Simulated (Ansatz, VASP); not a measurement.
Two plane-wave programs on SrTiO3

The input POSCAR:

```
SrTiO3
1.0
    3.9177112476      0.0000000000      0.0000000000
    0.0000000000      3.9177112476      0.0000000000
    0.0587656687      0.0000000000      3.9177112476
Sr Ti O
1 1 3
Direct
    0.0000000000      0.0000000000      0.0000000000
    0.5000000000      0.5000000000      0.5000000000
    0.5000000000      0.0000000000      0.5000000000
    0.5000000000      0.5000000000      0.0000000000
    0.0000000000      0.5000000000      0.5000000000
```

The input INCAR.step1:

```
  PREC = Accurate
  ENCUT = 520
  ISMEAR = 0
  SIGMA = 0.02
  LREAL = False
  LASPH = True
  NELM = 150
  LMAXMIX = 4
  LDAU = True
  LDAUTYPE = 2
  LDAUL = -1 2 -1
  LDAUU = 0 4 0
  LDAUJ = 0 0 0
  NBANDS = 28
  GGA = PE
  ALGO = Normal
  EDIFF = 1E-4
  LWAVE = True
  LCHARG = False
```

INCAR.step2

```
  PREC = Accurate
  ENCUT = 520
  EDIFF = 1E-7
  ISMEAR = 0
  SIGMA = 0.02
  LREAL = False
  LASPH = True
  NELM = 150
  ALGO = Normal
  ISIF = 2
  LWAVE = False
  LCHARG = False
  LMAXMIX = 4
  LDAU = True
  LDAUTYPE = 2
  LDAUL = -1 2 -1
  LDAUU = 0 4 0
  LDAUJ = 0 0 0
  LDAUPRINT = 1
  METAGGA = R2SCAN
  LMIXTAU = True
  NBANDS = 28
  ISTART = 1
```

The input KPOINTS:

```
Automatic mesh
0
Gamma
  6 6 6
```

Input for Ansatz:

```yaml
crystal:
  lattice:
    - [3.9177112476, 0.0, 0.0]
    - [0.0, 3.9177112476, 0.0]
    - [0.0587656687, 0.0, 3.9177112476]
  atoms:
    - { symbol: Sr, position: [0.0, 0.0, 0.0] }
    - { symbol: Ti, position: [0.5, 0.5, 0.5] }
    - { symbol: O, position: [0.5, 0.0, 0.5] }
    - { symbol: O, position: [0.5, 0.5, 0.0] }
    - { symbol: O, position: [0.0, 0.5, 0.5] }
basis:
  ecutwfc: 500
kpoints:
  mp_grid: { grid: [6, 6, 6] }
  band_path: { path: [VBM, CBM], npoints: 2 }
hamiltonian:
  xc: r2scan
  hubbard: { sites: [{ species: Ti, l: d, u_eff: 4.0 }] }
scf:
  occupations: { method: gaussian, width: 0.02 }
output:
  forces: true
  stress: true
  eigenvalues: true
checkpoint:
  read: start.run
  write: ck
  compress: false
  write_wavefunctions: false
  write_every: 100000
```

Alike in both runs: task single point; functional r2SCAN; k mesh 6 × 6 × 6; occupations gaussian, width 0.02 eV; no spin polarisation; Hubbard terms Ti d U = 4.0 eV.

|  | VASP | Ansatz |
| --- | --- | --- |
| version | VASP 6.6.1 | Ansatz 0.2.0 |
| potentials or method | VASP PAW PBE potentials, release 64 (Sr_sv, Ti_sv, O), cutoff 520 eV | scalar-relativistic, plane waves, PAW |
| valence electrons in the cell | 40 | 40 |

Ansatz gave:

| Item | Value |
| --- | --- |
| gap on the k mesh at the Fermi level (eV) | 2.75 |
| least direct gap on the mesh (eV) | 3.15 |
| pressure (GPa) | 0.0 |
| traceless stress, the component that is largest in VASP (GPa) | -1.83 |

**Question.** Estimate VASP's values.

**Answer.** gap on the k mesh at the Fermi level (eV): 2.80; least direct gap on the mesh (eV): 3.21; pressure (GPa): 3.2; traceless stress, the component that is largest in VASP (GPa): -1.82.

VASP's potentials were made for PBE, not for r2SCAN. The programs project onto different local orbitals, so the same U acts differently, and such runs can settle in different states.
